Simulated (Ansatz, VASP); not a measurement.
**One calculation of Ta, two programs**

```
CELL_PARAMETERS angstrom
-1.65128 1.65128 1.58936
1.65128 -1.65128 1.58936
1.65128 1.65128 -1.58936
ATOMIC_POSITIONS crystal
Ta 0.00000 0.00000 0.00000
```

Change from the starting cell: strain -0.0375 x Voigt [0, 0, 1, 0, 0, 0], atoms carried along.

Alike in both runs: task single point; functional PBEsol; k mesh 20 × 20 × 20; occupations gaussian, width 0.15 eV; no spin polarisation.

|  | VASP | Ansatz |
| --- | --- | --- |
| version | VASP 6.6.1 | Ansatz 0.2.0 |
| potentials or method | VASP PAW PBE potentials, release 64 (Ta_pv), cutoff 520 eV | scalar-relativistic, plane waves, PAW |
| valence electrons in the cell | 11 | 13 |

|  | VASP | Ansatz | Ansatz less VASP |
| --- | --- | --- | --- |
| gap on the k mesh at the Fermi level (eV) | none | none | - |
| pressure (GPa) | 4.6 | 4.3 | -0.23 |
| traceless stress, the component that is largest in VASP (GPa) | 3.27 | 3.28 | +0.007 |

VASP's potentials were made for PBE, not for PBEsol. A gap of «none» marks a metal or a gap that the smearing closes. The functional is the same, so the differences come from potentials, cutoffs and numerics. VASP's potentials hold 11 valence electrons a cell and Ansatz's 13, so a difference there can come from the potentials and not from the codes.

Spin-orbit coupling is off throughout.
